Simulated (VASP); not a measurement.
Here is a VASP 6.6.1 calculation.

INCAR

```
SYSTEM = Ag
  PREC = Accurate
  ENCUT = 600
  EDIFF = 1E-6
  ISMEAR = 0
  SIGMA = 0.1
  LREAL = .FALSE.
  LASPH = .TRUE.
  NELM = 100
  ALGO = Normal
  ISIF = 3
  LWAVE = .FALSE.
  LCHARG = .FALSE.
  GGA = PS
  IBRION = 2
  NSW = 90
  EDIFFG = -0.04
```

KPOINTS

```
regular mesh
0
G
  9 9 9
  0 0 0
```

The input POSCAR:

```
Ag
1.0
    1.4448702859      0.8341962485      6.9597360086
   -1.4448702859      0.8341962485      6.9597360086
    0.0000000000     -1.6683924970      6.9597360086
Ag
3
Direct
    0.0000000000      0.0000000000      0.0000000000
    0.7776807020      0.7776807020      0.7776807020
    0.2223192980      0.2223192980      0.2223192980
```

Potentials or basis: VASP PAW PBE potentials, release 64 (Ag).

Run with:

```sh
$ cat potpaw_PBE.64/Ag/POTCAR > POTCAR
$ mpirun -np 1 vasp_std > vasp.out
```

(1) Estimate the relaxed volume.

(2) Predict the space group after relaxing (to 0.05 Å).

(3) Predict the relaxed cell.

Results:

(1) 16.61 Å³/atom.

(2) R-3m (No. 166).

(3) a = 7.263 Å, b = 7.263 Å, c = 7.263 Å, α = 22.64°, β = 22.64°, γ = 22.64°.

Caveat: the PAW data sets were made with another functional, which shifts forces and pressure a little.
